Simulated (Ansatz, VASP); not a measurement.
TiO2 in VASP and in Ansatz

```xyz
6
Lattice="4.6431 0.0000 0.0000 0.0000 4.6431 0.0000 0.0000 0.0000 2.9640" Properties=species:S:1:pos:R:3 pbc="T T T"
Ti    0.0000    0.0000    0.0000
Ti    2.3215    2.3215    1.4820
O     1.4166    1.4166    0.0000
O     0.9049    3.7382    1.4820
O     3.2264    3.2264    0.0000
O     3.7382    0.9049    1.4820
```

Alike in both runs: task single point; functional PBE; k mesh 6 × 6 × 8; occupations gaussian, width 0.05 eV; no spin polarisation.

|  | VASP | Ansatz |
| --- | --- | --- |
| version | VASP 6.6.1 | Ansatz 0.2.0 |
| potentials or method | VASP PAW PBE potentials, release 64 (Ti_sv, O), cutoff 520 eV | scalar-relativistic, plane waves, PAW |
| valence electrons in the cell | 48 | 48 |

|  | VASP | Ansatz | Ansatz less VASP |
| --- | --- | --- | --- |
| gap on the k mesh at the Fermi level (eV) | 1.83 | 1.86 | +0.024 |
| least direct gap on the mesh (eV) | 1.83 | 1.86 | +0.024 |
| pressure (GPa) | 0.7 | 0.0 | -0.67 |
| traceless stress, the component that is largest in VASP (GPa) | 0.20 | -0.02 | -0.224 |
| rms of the force components (eV/Å) | 0.013 | 0.001 | -0.0116 |

Atom by atom the forces differ by 0.014 eV/Å (rms over components).
